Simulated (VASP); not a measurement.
# Tl (Fd-3m) in VASP: further runs

Tl is run at these levels: PBE; tasks: single point, relaxation of cell and atoms.

Program: VASP 6.6.1. These are calculated values, not measurements. Logs are shortened: lines on timing, memory, paths and dates and some standing lists are left out, and cuts for length are marked.

## (1) The cell of the first run

The structure is cubic, space group Fd-3m (No. 227). Conventional cell: a = 9.316 Å, b = 9.316 Å, c = 9.316 Å, α = 90.00°, β = 90.00°, γ = 90.00°. Tl (site symmetry -3m) has 6 Tl at 3.29 Å within 4.3 Å.

The cell was generated, and may not be a known phase.

## (2) Single point, PBE

The input, INCAR:

```
SYSTEM = Tl
PREC = Accurate
ENCUT = 520
EDIFF = 1E-6
ISMEAR = 0
SIGMA = 0.1
LREAL = .False.
LASPH = .True.
NELM = 60
ALGO = Normal
ISIF = 2
LWAVE = .False.
LCHARG = .True.
GGA = PE
LELF = .True.
LVHAR = .True.
NBANDS = 34
```

The input, KPOINTS:

```
regular mesh
0
Gamma
  4 4 4
  0 0 0
```

The input, POSCAR:

```
Tl
1.0
    0.0000000000      4.6577519764      4.6577519764
    4.6577519764      0.0000000000      4.6577519764
    4.6577519764      4.6577519764      0.0000000000
Tl
4
Direct
    0.6250000000      0.6250000000      0.6250000000
    0.6250000000      0.6250000000      0.1250000000
    0.6250000000      0.1250000000      0.6250000000
    0.1250000000      0.6250000000      0.6250000000
```

Potentials or basis: VASP PAW PBE potentials, release 64 (Tl_d).

Launch:

```console
cat potpaw_PBE.64/Tl_d/POTCAR > POTCAR
mpirun -np 1 vasp_std > vasp.out
```

OUTCAR:

```text
SYSTEM = Tl
   PREC = Accurate
   ENCUT = 520
   EDIFF = 1E-6
   ISMEAR = 0
   LREAL = .False.
   LASPH = .True.
   NELM = 60
   ISIF = 2
   GGA = PE

 ion  position               nearest neighbor table
   1  0.625  0.625  0.625-   2 3.29   3 3.29   4 3.29   2 3.29   3 3.29   4 3.29
   2  0.625  0.625  0.125-   1 3.29   1 3.29   3 3.29   4 3.29   3 3.29   4 3.29
   3  0.625  0.125  0.625-   1 3.29   2 3.29   1 3.29   2 3.29   4 3.29   4 3.29
   4  0.125  0.625  0.625-   1 3.29   2 3.29   3 3.29   1 3.29   2 3.29   3 3.29

  LATTYP: Found a face centered cubic cell.
 ALAT       =     9.3155039528

  Lattice vectors:

 A1 = (   0.0000000000,   4.6577519764,   4.6577519764)
 A2 = (   4.6577519764,   0.0000000000,   4.6577519764)
 A3 = (   4.6577519764,   4.6577519764,   0.0000000000)

Analysis of symmetry for initial positions (statically):
=====================================================================
 Subroutine PRICEL returns:
 Original cell was already a primitive cell.

 Routine SETGRP: Setting up the symmetry group for a
 face centered cubic supercell.

 Subroutine GETGRP returns: Found 48 space group operations
 (whereof 24 operations were pure point group operations)
 out of a pool of 48 trial point group operations.

The static configuration has the point symmetry T_d .
 The point group associated with its full space group is O_h .

Analysis of symmetry for dynamics (positions and initial velocities):
=====================================================================
 Subroutine PRICEL returns:
 Original cell was already a primitive cell.

 Routine SETGRP: Setting up the symmetry group for a
 face centered cubic supercell.

 Subroutine GETGRP returns: Found 48 space group operations
 (whereof 24 operations were pure point group operations)
 out of a pool of 48 trial point group operations.

The dynamic configuration has the point symmetry T_d .
 The point group associated with its full space group is O_h .

 Subroutine INISYM returns: Found 48 space group operations
 (whereof 24 operations are pure point group operations),
 and found     1 'primitive' translations

----------------------------------------------------------------------------------------

                                     Primitive cell

  volume of cell :     202.0966

  direct lattice vectors                    reciprocal lattice vectors
     0.000000000  4.657751976  4.657751976    -0.107347923  0.107347923  0.107347923
     4.657751976  0.000000000  4.657751976     0.107347923 -0.107347923  0.107347923
[... 75 lines left out ...]
   NSW    =      0    number of steps for IOM
   IBRION =     -1    ionic relax: 0-MD 1-quasi-New 2-CG
   NFREE  =      0    steps in history (QN), initial steepest desc. (CG)
   ISIF   =      2    stress and relaxation
   ISYM   =      2    0-nonsym 1-usesym 2-fastsym
   POTIM  = 0.5000    time-step for ionic-motion
   TEBEG  =    0.0;   TEEND  =   0.0 temperature during run
   PSTRESS=    0.0 pullay stress
   NELECT =      52.0000    total number of electrons
   NUPDOWN=      -1.0000    fix difference up-down
   EMIN   =  10.00;   EMAX   =-10.00  energy-range for DOS
   EFERMI =   0.00;   METHOD = LEGACY
   ISMEAR =     0;   SIGMA  =   0.10  broadening in eV -4-tet -1-fermi 0-gaus
   EFERMI_NEDOS =   21; number of points for ismear=-14 and -15
   IALGO  =     38    algorithm
   IMIX   =      4    mixing-type and parameters
     AMIX     =   0.40;   BMIX     =  1.00
     AMIX_MAG =   1.60;   BMIX_MAG =  1.00
  volume/ion in A,a.u.               =      50.52       340.95
  Fermi-wavevector in a.u.,A,eV,Ry     =   1.041253  1.967683 14.751542  1.084208
  Thomas-Fermi vector in A             =   2.175865
   LORBIT       =      0    0 simple, 1 ext, 2 COOP (PROOUT), +10 PAW based schemes
   GGA     = PE    functional components
   LHFCALC =     F    Hartree Fock is set to
   AEXX    =    0.0000 exact exchange contribution
   IVDW    =     0    specifies the selected vdW correction
   LEPSILON=     F    determine dielectric tensor
   LRPA    =     F    only Hartree local field effects (RPA)
 non-spin polarized calculation
 Gauss-broadening in eV      SIGMA  =   0.10
  energy-cutoff  :      520.00
  volume of cell :      202.10
 maximum number of plane-waves:      5577
 NGX is ok and might be reduce to    50
   NGX = 25   NGY = 25   NGZ = 25

 number of electron      51.9999985 magnetization

 Free energy of the ion-electron system (eV)
  ---------------------------------------------------
  ext. energy  EPLUGINS =         0.00000000
  ---------------------------------------------------
  free energy    TOTEN  =        -7.10626164 eV

  energy without entropy =       -7.06106262  energy(sigma->0) =       -7.08366213

 E-fermi :   2.4369     XC(G=0):  -7.1599

 val. band max:        2.4310038032   @ k =   0.2500   0.0000   0.0000
 cond. band min:       2.4494028155   @ k =  -0.2500   0.5000   0.2500
 fundamental gap:      0.0183990124
 Fermi energy:         2.4368659101

 k-point     1 :       0.0000    0.0000    0.0000
  band No.  band energies     occupation
      1      -9.9118      2.00000
      2      -9.6780      2.00000
      3      -9.6780      2.00000
      4      -9.6780      2.00000
      5      -9.6565      2.00000
      6      -9.6565      2.00000
[... 285 lines left out ...]
     33       7.6844      0.00000
     34       7.6844      0.00000

------------------------ aborting loop because EDIFF is reached ----------------------------------------

  FORCE on cell =-STRESS in cart. coord.  units (eV):
  Direction    XX          YY          ZZ          XY          YZ          ZX
  --------------------------------------------------------------------------------------
  -------------------------------------------------------------------------------------
  Total        0.1341940      0.1341940      0.1341940      0.0000000      0.0000000      0.0000000
  in kB        1.0638603      1.0638603      1.0638603      0.0000000      0.0000000      0.0000000
  external PRESSURE =       1.0638603 kB  Pullay stress =       0.0000000 kB

 VOLUME and BASIS-vectors are now :
 -----------------------------------------------------------------------------
  energy-cutoff  :      520.00
  volume of cell :      202.10
      direct lattice vectors                 reciprocal lattice vectors
     0.000000000  4.657751976  4.657751976    -0.107347923  0.107347923  0.107347923
     4.657751976  0.000000000  4.657751976     0.107347923 -0.107347923  0.107347923
     4.657751976  4.657751976  0.000000000     0.107347923  0.107347923 -0.107347923

 POSITION                                       TOTAL-FORCE (eV/Angst)
 -----------------------------------------------------------------------------------
      5.82219      5.82219      5.82219         0.000000     -0.000000     -0.000000
      3.49331      3.49331      5.82219        -0.000000     -0.000000     -0.000000
      3.49331      5.82219      3.49331         0.000000      0.000000     -0.000000
      5.82219      3.49331      3.49331         0.000000     -0.000000      0.000000
 -----------------------------------------------------------------------------------
    total drift:                               -0.000000     -0.000000      0.000000

  FREE ENERGIE OF THE ION-ELECTRON SYSTEM (eV)
  ---------------------------------------------------
  free  energy   TOTEN  =        -7.1062616385 eV

  energy  without entropy=       -7.0610626195  energy(sigma->0) =       -7.08366213
```

stdout:

```text
POSCAR found type information on POSCAR Tl
 POSCAR found :  1 types and       4 ions
 scaLAPACK will be used
 LDA part: xc-table for (Slater+PW92), standard interpolation
 POSCAR, INCAR and KPOINTS ok, starting setup
 FFT: planning ... GRIDC
 FFT: planning ... GRID_SOFT
 FFT: planning ... GRID
 WAVECAR not read
 entering main loop
```

Run time: 73 s. Hardware: 1 thread of Intel Xeon Platinum 8259CL at 2.50GHz (Skylake/Cascade Lake), shared host; peak memory 0.34 GiB.

Results:

| Item | Value |
| --- | --- |
| Free energy | -7.1063 eV |
| Pressure | 0.1 GPa |
| Band gap on the k mesh | zero (bands 26 and 27 overlap by 0.79 eV) |

Caveat: spin-orbit coupling is left out, which moves the levels of the heavy elements.

## (3) Relaxation of cell and atoms, PBE

This run uses another cell than the first one, of 28.46 Å³/atom.

The input, INCAR:

```
SYSTEM = Tl
PREC     = Accurate       ! precision mode
ENCUT    = 600            ! plane-wave cutoff, eV
EDIFF    = 1E-7           ! SCF threshold, eV
ISMEAR   = 0              ! smearing method
SIGMA    = 0.1            ! smearing width, eV
LREAL    = .FALSE.        ! projectors in reciprocal space
LASPH    = .TRUE.         ! aspherical terms in the spheres
NELM     = 80             ! most SCF steps
ALGO     = Fast           ! electronic algorithm
ISIF     = 3              ! what is computed and relaxed
LWAVE    = .FALSE.        ! write WAVECAR
LCHARG   = .FALSE.        ! write CHGCAR
GGA      = PE             ! functional
IBRION   = 2              ! ionic algorithm
NSW      = 90             ! ionic steps
EDIFFG   = -0.04          ! ionic threshold
```

The input, KPOINTS:

```
regular mesh
0
G
  4 4 4
  0 0 0
```

The input, POSCAR:

```
Tl
1.0
    0.0000000000      3.8466663400      3.8466663400
    3.8466663400      0.0000000000      3.8466663400
    3.8466663400      3.8466663400      0.0000000000
Tl
4
Direct
    0.6250000000      0.6250000000      0.6250000000
    0.6250000000      0.6250000000      0.1250000000
    0.6250000000      0.1250000000      0.6250000000
    0.1250000000      0.6250000000      0.6250000000
```

Potentials or basis: VASP PAW PBE potentials, release 64 (Tl_d).

Launch:

```console
cat potpaw_PBE.64/Tl_d/POTCAR > POTCAR
mpirun -np 1 vasp_std > vasp.out
```

Run time: 3.4 min. Hardware: 1 thread of Intel Xeon Platinum 8259CL at 2.50GHz (Skylake/Cascade Lake), shared host; peak memory 0.33 GiB.

Results (log left out):

```
Free energy                           : -7.0867 eV
Relaxed volume                        : 51.47 Å³/atom
Relaxed cell                          : a = 6.628 Å, b = 6.628 Å, c = 6.628 Å, α = 60.00°, β = 60.00°, γ = 60.00°
Space group after relaxing (to 0.1 Å) : Fd-3m (No. 227)
Energy gained by relaxing             : 1107.4 meV/atom
Ionic steps                           : 4
Pressure after relaxing               : -0.1 GPa
Band gap on the k mesh                : zero (bands 26 and 27 overlap by 0.77 eV)
```

The path:
```tsv
step	energy change (eV)	largest force (eV/Å)	pressure (GPa)	volume (Å³)
1	0.0000	0.0000	29.97	113.84
2	-4.3598	0.0000	-0.95	225.98
3	-4.3726	0.0000	1.15	187.03
4	-4.4297	0.0000	-0.09	205.88
```

Final structure:
```cif
data_structure
_symmetry_space_group_name_H-M 'P 1'
_symmetry_Int_Tables_number 1
_cell_length_a 6.6279
_cell_length_b 6.6279
_cell_length_c 6.6279
_cell_angle_alpha 60.000
_cell_angle_beta 60.000
_cell_angle_gamma 60.000
_cell_volume 205.88
loop_
_atom_site_label
_atom_site_type_symbol
_atom_site_fract_x
_atom_site_fract_y
_atom_site_fract_z
_atom_site_occupancy
Tl1 Tl 0.62500 0.62500 0.62500 1
Tl2 Tl 0.62500 0.62500 0.12500 1
Tl3 Tl 0.62500 0.12500 0.62500 1
Tl4 Tl 0.12500 0.62500 0.62500 1
```

Levels at points of the mesh, in eV from the Fermi level:
| k point | band 22 | band 23 | band 24 | band 25 | band 26 | band 27 | band 28 | band 29 | band 30 | band 31 |
| --- | --- | --- | --- | --- | --- | --- | --- | --- | --- | --- |
| (0.00, 0.00, 0.00) | -4.47 | -4.47 | -4.47 | -2.72 | -0.75 | -0.75 | -0.75 | 0.76 | 0.76 | 2.87 |
| (0.50, 0.00, 0.00) | -6.73 | -4.75 | -4.75 | -1.73 | -0.23 | -0.23 | 1.88 | 2.73 | 2.73 | 3.23 |
| (0.50, 0.50, 0.00) | -7.45 | -5.06 | -5.06 | -0.92 | -0.92 | 1.99 | 1.99 | 2.62 | 2.62 | 2.87 |

Caveat: the volume moved by over 15 % at a fixed basis, so the end points are rough; spin-orbit coupling is left out, which moves the levels of the heavy elements.

## (4) Single point, PBE

This run uses another cell than the first one, of 49.73 Å³/atom.

The input, INCAR:

```
SYSTEM = Tl
ALGO     = Fast           ! electronic algorithm
EDIFF    = 1E-6           ! SCF threshold, eV
ENCUT    = 520            ! plane-wave cutoff, eV
GGA      = PE             ! functional
ISIF     = 2              ! what is computed and relaxed
ISMEAR   = 0              ! smearing method
LASPH    = .True.         ! aspherical terms in the spheres
LCHARG   = .False.        ! write CHGCAR
LREAL    = .False.        ! projectors in reciprocal space
LWAVE    = .False.        ! write WAVECAR
NBANDS   = 34             ! bands
NELM     = 80             ! most SCF steps
PREC     = Accurate       ! precision mode
SIGMA    = 0.1            ! smearing width, eV
```

The input, KPOINTS:

```
k-points
0
Gamma
  10 10 10
  0 0 0
```

The input, POSCAR:

```
Tl
1.0
    0.0000000000      4.6332153077      4.6332153077
    4.6332153077      0.0000000000      4.6332153077
    4.6332153077      4.6332153077      0.0000000000
Tl
4
Direct
    0.1250000000      0.1250000000      0.1250000000
    0.1250000000      0.1250000000      0.6250000000
    0.1250000000      0.6250000000      0.1250000000
    0.6250000000      0.1250000000      0.1250000000
```

Launch:

```console
cat potpaw_PBE.64/Tl_d/POTCAR > POTCAR
mpirun -np 1 vasp_std > vasp.out
```

It took 5.3 min on 1 thread of Intel Xeon Platinum 8259CL at 2.50GHz (Skylake/Cascade Lake), shared host; peak memory 0.47 GiB.

The run converged. Its results:

| Property | Result |
| --- | --- |
| Free energy | -7.3426 eV |
| Pressure | 0.0 GPa |
| Band gap on the k mesh | zero (bands 26 and 27 overlap by 1.24 eV) |

Levels at points of the mesh, in eV from the Fermi level:
```tsv
k point	band 24	band 25	band 26	band 27	band 28	band 29
(0.00, 0.00, 0.00)	-4.25	-2.69	-0.65	-0.65	-0.65	0.91
(0.50, 0.00, 0.00)	-4.55	-1.66	-0.10	-0.10	2.12	2.61
(0.50, 0.50, 0.00)	-4.90	-0.82	-0.82	2.24	2.24	2.87
```

Caveat: spin-orbit coupling is left out, which moves the levels of the heavy elements.

## (5) Summary

```tsv
task	cell	k mesh	cutoff (eV)	gap on the mesh (eV)	pressure (GPa)
single point	a = 6.587 Å, angles 60.0°, 4 atoms	4 × 4 × 4	520	none	0.1
relaxation of cell and atoms	relaxed from a = 5.440 Å, angles 60.0°, 4 atoms	4 × 4 × 4	600	none	-0.1
single point	a = 6.552 Å, angles 60.0°, 4 atoms	10 × 10 × 10	520	none	0.0
```

Alike in all rows: level PBE; potentials or basis VASP PAW PBE potentials, release 64 (Tl_d); no spin polarisation; smearing gaussian 0.1 eV.

Caveats: spin-orbit coupling is left out, which moves the levels of the heavy elements; the volume moved by over 15 % at a fixed basis, so the end points are rough (at least some runs).

Total energies depend on the potentials used, so only differences within one code and one set of settings carry meaning.

The gap in the log of VASP goes by the Fermi energy; the results here count the filled bands.